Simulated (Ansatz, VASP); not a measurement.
InSb in VASP and in Ansatz

INCAR

```
SYSTEM = InSb
PREC = Accurate ; ENCUT = 520
EDIFF = 1E-6 ; ISMEAR = 0
SIGMA = 0.15 ; LREAL = .False.
LASPH = .True. ; NELM = 80
ALGO = Normal ; ISIF = 2
LWAVE = .False. ; LCHARG = .False.
GGA = PS ; NBANDS = 16
```

Contents of KPOINTS:

```
regular mesh
0
Gamma
  16 16 16
  0 0 0
```

Contents of POSCAR:

```
InSb
1.0
    0.0000000000      3.2273297747      3.2599290654
    3.2273297747      0.0000000000      3.2599290654
    3.2273297747      3.2273297747      0.0000000000
In Sb
1 1
Direct
    0.0000000000      0.0000000000      0.0000000000
    0.7500000000      0.7500000000      0.7500000000
```

Input for Ansatz:

```yaml
crystal:
  lattice:
    - [0.0, 3.2273297747, 3.2599290654]
    - [3.2273297747, 0.0, 3.2599290654]
    - [3.2273297747, 3.2273297747, 0.0]
  atoms:
    - { symbol: In, position: [0.0, 0.0, 0.0] }
    - { symbol: Sb, position: [0.75, 0.75, 0.75] }
basis:
  ecutwfc: 420
kpoints:
  mp_grid: { grid: [16, 16, 16] }
hamiltonian:
  xc: pbesol
scf:
  occupations: { method: gaussian, width: 0.15 }
output:
  forces: true
  stress: true
  eigenvalues: true
```

Change from the starting cell: strain -0.0100 x Voigt [1, 1, 0, 0, 0, 0], atoms carried along.

Alike in both runs: task single point; functional PBEsol; k mesh 16 × 16 × 16; occupations gaussian, width 0.15 eV; no spin polarisation.

|  | VASP | Ansatz |
| --- | --- | --- |
| version | VASP 6.6.1 | Ansatz 0.2.0 |
| potentials or method | VASP PAW PBE potentials, release 64 (In_d, Sb), cutoff 520 eV | scalar-relativistic, plane waves, PAW |
| valence electrons in the cell | 18 | 28 |

```tsv
	VASP	Ansatz	Ansatz less VASP
gap on the k mesh at the Fermi level (eV)	none	none	-
pressure (GPa)	0.9	0.9	-0.02
traceless stress, the component that is largest in VASP (GPa)	-0.19	-0.19	0.000
```

VASP's potentials were made for PBE, not for PBEsol. A gap of «none» marks a metal or a gap that the smearing closes. VASP's potentials hold 18 valence electrons a cell and Ansatz's 28, so a difference there can come from the potentials and not from the codes.

Neither program's run includes spin-orbit coupling.
